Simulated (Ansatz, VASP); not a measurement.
# One calculation of InB4, two programs

```
CELL_PARAMETERS angstrom
6.13045 0.00000 0.00000
-1.53261 2.65456 0.00000
0.00000 0.00000 31.35026
ATOMIC_POSITIONS crystal
In 0.00000 0.00000 0.28708
In 0.50000 0.00000 0.28708
B 0.16667 0.66667 0.22380
B 0.66667 0.66667 0.22380
B 0.33333 0.33333 0.22380
B 0.83333 0.33333 0.22380
B 0.16667 0.66667 0.35035
B 0.66667 0.66667 0.35035
B 0.33333 0.33333 0.35035
B 0.83333 0.33333 0.35035
```

Alike in both runs: task single point; functional PBE; k mesh 8 × 8 × 1; occupations gaussian, width 0.2 eV; no spin polarisation.

```csv
,VASP,Ansatz
version,VASP 6.6.1,Ansatz 0.2.0
potentials or method,"VASP PAW PBE potentials, release 64 (In_d, B), cutoff 520 eV","scalar-relativistic, plane waves, PAW"
valence electrons in the cell,50,50
```

|  | VASP | Ansatz | Ansatz less VASP |
| --- | --- | --- | --- |
| gap on the k mesh at the Fermi level (eV) | none | none | - |
| rms of the force components (eV/Å) | 0.022 | 0.022 | -0.0003 |

Atom by atom the forces differ by 0.001 eV/Å (rms over components). A gap of «none» marks a metal or a gap that the smearing closes.
